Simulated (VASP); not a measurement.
# LiRu (Pmma) in VASP: single point with PBE

Aim: the single point of LiRu with PBE.

Everything below comes from runs of VASP 6.6.1. Logs are shortened: lines on timing, memory, paths and dates and some standing lists are left out, and cuts for length are marked.

**1. The cell of the first run**

It takes space group Pmma (No. 51, orthorhombic). The conventional cell has a = 4.403 Å, b = 2.492 Å, c = 5.025 Å, α = 90.00°, β = 90.00°, γ = 90.00°. Within 3.3 Å of Li (site symmetry mm2) lie 4 Li at 2.49 to 2.53 Å and 8 Ru at 2.75 to 2.86 Å. Ru (site symmetry mm2) has 4 Ru at 2.47 to 2.49 Å and 8 Li at 2.75 to 2.86 Å within 3.3 Å.

**2. Single point, PBE**

Contents of INCAR:

```
PREC = Accurate
ENCUT = 520
EDIFF = 1E-7
ISMEAR = 0
SIGMA = 0.1
LREAL = False
LASPH = True
NELM = 100
ALGO = Fast
ISIF = 2
LWAVE = False
LCHARG = False
GGA = PE
NBANDS = 25
```

Contents of KPOINTS:

```
regular mesh
0
Gamma
  10 18 10
```

Contents of POSCAR:

```
LiRu
1.0
    4.4026996664      0.0000000000      0.0000000000
    0.0000000000      2.4916884680      0.0000000000
    0.0000000000      0.0000000000      5.0252235998
Li Ru
2 2
Direct
    0.7500000000      0.5000000000      0.8752102298
    0.2500000000      0.5000000000      0.1247897702
    0.2500000000      0.0000000000      0.6125030323
    0.7500000000      0.0000000000      0.3874969677
```

Potentials or basis: VASP PAW PBE potentials, release 64 (Li_sv, Ru_pv).

Command:

```bash
> cat potpaw_PBE.64/Li_sv/POTCAR potpaw_PBE.64/Ru_pv/POTCAR > POTCAR
> mpirun -np 1 vasp_std > vasp.out
```

OUTCAR:

```text
PREC = Accurate
   ENCUT = 520
   EDIFF = 1E-7
   ISMEAR = 0
   LREAL = False
   LASPH = True
   NELM = 100
   ISIF = 2
   GGA = PE

 ion  position               nearest neighbor table
   1  0.750  0.500  0.875-   2 2.53   2 2.53   4 2.75   4 2.75   3 2.85   3 2.85   3 2.85   3 2.85
                             4 2.86   4 2.86
   2  0.250  0.500  0.125-   1 2.53   1 2.53   3 2.75   3 2.75   4 2.85   4 2.85   4 2.85   4 2.85
                             3 2.86   3 2.86
   3  0.250  0.000  0.613-   4 2.47   4 2.47   2 2.75   2 2.75   1 2.85   1 2.85   1 2.85   1 2.85
                             2 2.86   2 2.86
   4  0.750  0.000  0.387-   3 2.47   3 2.47   1 2.75   1 2.75   2 2.85   2 2.85   2 2.85   2 2.85
                             1 2.86   1 2.86

  LATTYP: Found a simple orthorhombic cell.
 ALAT       =     2.4916884680
 B/A-ratio  =     1.7669543055
 C/A-ratio  =     2.0167945007

  Lattice vectors:

 A1 = (   0.0000000000,  -2.4916884680,   0.0000000000)
 A2 = (   4.4026996664,   0.0000000000,   0.0000000000)
 A3 = (   0.0000000000,   0.0000000000,   5.0252235998)

Analysis of symmetry for initial positions (statically):
=====================================================================
 Subroutine PRICEL returns:
 Original cell was already a primitive cell.

 Routine SETGRP: Setting up the symmetry group for a
 simple orthorhombic supercell.

 Subroutine GETGRP returns: Found  8 space group operations
 (whereof  4 operations were pure point group operations)
 out of a pool of  8 trial point group operations.

The static configuration has the point symmetry C_2h.
 The point group associated with its full space group is D_2h.

Analysis of symmetry for dynamics (positions and initial velocities):
=====================================================================
 Subroutine PRICEL returns:
 Original cell was already a primitive cell.

 Routine SETGRP: Setting up the symmetry group for a
 simple orthorhombic supercell.

 Subroutine GETGRP returns: Found  8 space group operations
 (whereof  4 operations were pure point group operations)
 out of a pool of  8 trial point group operations.

The dynamic configuration has the point symmetry C_2h.
 The point group associated with its full space group is D_2h.

 Subroutine INISYM returns: Found  8 space group operations
 (whereof  4 operations are pure point group operations),
 and found     1 'primitive' translations

----------------------------------------------------------------------------------------

                                     Primitive cell

  volume of cell :      55.1275

  direct lattice vectors                    reciprocal lattice vectors
     4.402699666  0.000000000  0.000000000     0.227133367  0.000000000  0.000000000
     0.000000000  2.491688468  0.000000000     0.000000000  0.401334281  0.000000000
     0.000000000  0.000000000  5.025223600     0.000000000  0.000000000  0.198996120

  length of vectors
     4.402699666  2.491688468  5.025223600     0.227133367  0.401334281  0.198996120

  position of ions in fractional coordinates (direct lattice)
     0.750000000  0.500000000  0.875210230
     0.250000000  0.500000000  0.124789770
     0.250000000  0.000000000  0.612503032
     0.750000000  0.000000000  0.387496968

  ion indices of the primitive-cell ions
   primitive index   ion index
                 1           1
                 2           2
                 3           3
                 4           4

----------------------------------------------------------------------------------------

 KPOINTS: regular mesh

Automatic generation of k-mesh.
 Grid dimensions read from file:
 generate k-points for:   10   18   10

 Generating k-lattice:

  Cartesian coordinates                     Fractional coordinates (reciprocal lattice)
     0.022713337  0.000000000  0.000000000     0.100000000  0.000000000  0.000000000
     0.000000000  0.022296349  0.000000000     0.000000000  0.055555556  0.000000000
     0.000000000  0.000000000  0.019899612     0.000000000  0.000000000  0.100000000

  Length of vectors
     0.022713337  0.022296349  0.019899612

  Shift w.r.t. Gamma in fractional coordinates (k-lattice)
     0.000000000  0.000000000  0.000000000

 Subroutine IBZKPT returns following result:
 ===========================================

 Found    360 irreducible k-points:

 Following reciprocal coordinates:
            Coordinates               Weight
  0.000000  0.000000  0.000000      1.000000
  0.100000  0.000000  0.000000      2.000000
  0.200000  0.000000  0.000000      2.000000
  0.300000  0.000000  0.000000      2.000000
  0.400000  0.000000  0.000000      2.000000
  0.500000  0.000000  0.000000      1.000000
[... 16 lines left out ...]
  0.400000  0.166667  0.000000      4.000000
  0.500000  0.166667  0.000000      2.000000
 [... further k-points ...]
   k-points           NKPTS =    360   k-points in BZ     NKDIM =    360   number of bands    NBANDS=     25
   number of dos      NEDOS =    301   number of ions     NIONS =      4
   total plane-waves  NPLWV =  28800
   dimension x,y,z NGX =    36 NGY =   20 NGZ =   40
   dimension x,y,z NGXF=    72 NGYF=   40 NGZF=   80
   ions per type =               2   2
   NGX,Y,Z   is equivalent  to a cutoff of  13.59, 13.34, 13.23 a.u.
   NGXF,Y,Z  is equivalent  to a cutoff of  27.19, 26.69, 26.47 a.u.
 SYSTEM =  unknown system
   PREC   = accura    normal or accurate (medium, high low for compatibility)
   ISTART =      0    job   : 0-new  1-cont  2-samecut
   ICHARG =      2    charge: 1-file 2-atom 10-const
   ISPIN  =      1    spin polarized calculation?
   LNONCOLLINEAR =      F non collinear calculations
   LSORBIT =      F    spin-orbit coupling
   LASPH  =      T    aspherical Exc in radial PAW
   ENCUT  =  520.0 eV  38.22 Ry    6.18 a.u.   8.19  4.63  9.34*2*pi/ulx,y,z
   NELM   =    100;   NELMIN=  2; NELMDL= -5     # of ELM steps
   EDIFF  = 0.1E-06   stopping-criterion for ELM
   LREAL  =      F    real-space projection
   EDIFFG = 0.1E-05   stopping-criterion for IOM
   NSW    =      0    number of steps for IOM
   IBRION =     -1    ionic relax: 0-MD 1-quasi-New 2-CG
   NFREE  =      0    steps in history (QN), initial steepest desc. (CG)
   ISIF   =      2    stress and relaxation
   ISYM   =      2    0-nonsym 1-usesym 2-fastsym
   POTIM  = 0.5000    time-step for ionic-motion
   TEBEG  =    0.0;   TEEND  =   0.0 temperature during run
   PSTRESS=    0.0 pullay stress
   NELECT =      34.0000    total number of electrons
   NUPDOWN=      -1.0000    fix difference up-down
   EMIN   =  10.00;   EMAX   =-10.00  energy-range for DOS
   EFERMI =   0.00;   METHOD = LEGACY
   ISMEAR =     0;   SIGMA  =   0.10  broadening in eV -4-tet -1-fermi 0-gaus
   EFERMI_NEDOS =   21; number of points for ismear=-14 and -15
   IALGO  =     68    algorithm
   IMIX   =      4    mixing-type and parameters
     AMIX     =   0.40;   BMIX     =  1.00
     AMIX_MAG =   1.60;   BMIX_MAG =  1.00
  volume/ion in A,a.u.               =      13.78        93.00
  Fermi-wavevector in a.u.,A,eV,Ry     =   1.393515  2.633362 26.420948  1.941885
  Thomas-Fermi vector in A             =   2.517154
   LORBIT       =      0    0 simple, 1 ext, 2 COOP (PROOUT), +10 PAW based schemes
   GGA     = PE    functional components
   LHFCALC =     F    Hartree Fock is set to
   AEXX    =    0.0000 exact exchange contribution
   IVDW    =     0    specifies the selected vdW correction
   LEPSILON=     F    determine dielectric tensor
   LRPA    =     F    only Hartree local field effects (RPA)
 non-spin polarized calculation
 RMM-DIIS sequential band-by-band and
 Gauss-broadening in eV      SIGMA  =   0.10
  energy-cutoff  :      520.00
  volume of cell :       55.13
 maximum number of plane-waves:      1529
 NGX is ok and might be reduce to    36
   NGX = 17   NGY =  9   NGZ = 19

 number of electron      34.0000010 magnetization

 Free energy of the ion-electron system (eV)
  ---------------------------------------------------
  ext. energy  EPLUGINS =         0.00000000
  ---------------------------------------------------
  free energy    TOTEN  =       -21.50503235 eV

  energy without entropy =      -21.48773750  energy(sigma->0) =      -21.49638492

 E-fermi :   6.8887     XC(G=0): -11.1049

 val. band max:        6.8882898172   @ k =   0.5000   0.0000   0.1000
 cond. band min:       6.8890015838   @ k =   0.4000   0.0556   0.1000
 fundamental gap:      0.0007117666
 Fermi energy:         6.8886782460

 k-point     1 :       0.0000    0.0000    0.0000
  band No.  band energies     occupation
      1     -38.5283      2.00000
      2     -38.4812      2.00000
      3     -36.2960      2.00000
      4     -35.7268      2.00000
      5     -35.5872      2.00000
      6     -35.3991      2.00000
[... 17 lines left out ...]
     24      15.6939      0.00000
     25      16.9218      0.00000

 k-point     2 :       0.1000    0.0000    0.0000
  band No.  band energies     occupation
      1     -38.5272      2.00000
      2     -38.4825      2.00000
      3     -36.2837      2.00000
      4     -35.7446      2.00000
      5     -35.5810      2.00000
      6     -35.3999      2.00000
[... 17 lines left out ...]
     24      15.5982      0.00000
     25      16.3495      0.00000

 k-point     3 :       0.2000    0.0000    0.0000
  band No.  band energies     occupation
      1     -38.5239      2.00000
      2     -38.4859      2.00000
      3     -36.2479      2.00000
      4     -35.7938      2.00000
      5     -35.5630      2.00000
      6     -35.4047      2.00000
[... 17 lines left out ...]
     24      15.7676      0.00000
     25      16.0248      0.00000

 k-point     4 :       0.3000    0.0000    0.0000
  band No.  band energies     occupation
      1     -38.5188      2.00000
      2     -38.4914      2.00000
      3     -36.1915      2.00000
      4     -35.8649      2.00000
      5     -35.5359      2.00000
      6     -35.4175      2.00000
[... 17 lines left out ...]
     24      15.2418      0.00000
     25      16.8891      0.00000

 k-point     5 :       0.4000    0.0000    0.0000
  band No.  band energies     occupation
      1     -38.5124      2.00000
      2     -38.4980      2.00000
      3     -36.1188      2.00000
      4     -35.9484      2.00000
      5     -35.5032      2.00000
      6     -35.4397      2.00000
[... 17 lines left out ...]
     24      14.8065      0.00000
     25      18.0219      0.00000

 k-point     6 :       0.5000    0.0000    0.0000
  band No.  band energies     occupation
      1     -38.5053      2.00000
      2     -38.5053      2.00000
      3     -36.0355      2.00000
      4     -36.0355      2.00000
      5     -35.4695      2.00000
      6     -35.4695      2.00000
[... 17 lines left out ...]
     24      14.4963      0.00000
     25      19.2890      0.00000
[... 393 lines left out ...]
 k-point    21 :       0.2000    0.1667    0.0000
  band No.  band energies     occupation
      1     -38.5104      2.00000
      2     -38.4730      2.00000
      3     -36.2135      2.00000
      4     -35.7625      2.00000
      5     -35.6296      2.00000
      6     -35.5390      2.00000
[... 17 lines left out ...]
     24      15.5876      0.00000
     25      15.9704      0.00000

 k-point    22 :       0.3000    0.1667    0.0000
  band No.  band energies     occupation
      1     -38.5054      2.00000
      2     -38.4783      2.00000
      3     -36.1575      2.00000
      4     -35.8332      2.00000
      5     -35.6167      2.00000
      6     -35.5477      2.00000
[... 17 lines left out ...]
     24      15.1098      0.00000
     25      16.7858      0.00000

 k-point    23 :       0.4000    0.1667    0.0000
  band No.  band energies     occupation
      1     -38.4990      2.00000
      2     -38.4848      2.00000
      3     -36.0854      2.00000
      4     -35.9161      2.00000
      5     -35.6003      2.00000
      6     -35.5639      2.00000
[... 17 lines left out ...]
     24      14.7197      0.00000
     25      17.8347      0.00000

 k-point    24 :       0.5000    0.1667    0.0000
  band No.  band energies     occupation
      1     -38.4919      2.00000
      2     -38.4919      2.00000
      3     -36.0027      2.00000
      4     -36.0027      2.00000
      5     -35.5821      2.00000
      6     -35.5821      2.00000
[... 17 lines left out ...]
     24      14.4781      0.00000
     25      18.7632      0.00000

 [... further k-points ...]

------------------------ aborting loop because EDIFF is reached ----------------------------------------

  FORCE on cell =-STRESS in cart. coord.  units (eV):
  Direction    XX          YY          ZZ          XY          YZ          ZX
  --------------------------------------------------------------------------------------
  -------------------------------------------------------------------------------------
  Total        0.0100867     -0.0142511     -0.0333775      0.0000000      0.0000000     -0.0000000
  in kB        0.2931519     -0.4141815     -0.9700544      0.0000000      0.0000000     -0.0000000
  external PRESSURE =      -0.3636947 kB  Pullay stress =       0.0000000 kB

 VOLUME and BASIS-vectors are now :
 -----------------------------------------------------------------------------
  energy-cutoff  :      520.00
  volume of cell :       55.13
      direct lattice vectors                 reciprocal lattice vectors
     4.402699666  0.000000000  0.000000000     0.227133367  0.000000000  0.000000000
     0.000000000  2.491688468  0.000000000     0.000000000  0.401334281  0.000000000
     0.000000000  0.000000000  5.025223600     0.000000000  0.000000000  0.198996120

 POSITION                                       TOTAL-FORCE (eV/Angst)
 -----------------------------------------------------------------------------------
      3.30202      1.24584      4.39813         0.000000     -0.000000     -0.002784
      1.10067      1.24584      0.62710         0.000000      0.000000      0.002784
      1.10067      0.00000      3.07796         0.000000     -0.000000      0.010024
      3.30202      0.00000      1.94726         0.000000     -0.000000     -0.010024
 -----------------------------------------------------------------------------------
    total drift:                                0.000000     -0.000000      0.000000

  FREE ENERGIE OF THE ION-ELECTRON SYSTEM (eV)
  ---------------------------------------------------
  free  energy   TOTEN  =       -21.5050323472 eV

  energy  without entropy=      -21.4877374981  energy(sigma->0) =      -21.49638492
```

Run time: 8.3 min. Hardware: 1 thread of Intel Xeon 6975P-C, shared host; peak memory 0.49 GiB.

What came out:

* Free energy: -21.5050 eV
* Largest force: 0.010 eV/Å
* Band gap on the k mesh: zero (band 17 reaches 8.24 eV, above the bottom of band 18 at 6.07 eV)

Forces in eV/Å, atoms in the order of the input:
```
Li   0.000  0.000 -0.003
Li   0.000  0.000  0.003
Ru   0.000  0.000  0.010
Ru   0.000  0.000 -0.010
```

Caveat: the cutoff is under 1.25 times the usual one of these potentials, so pressure, stress and relaxed cells hold a basis-set (Pulay) error.
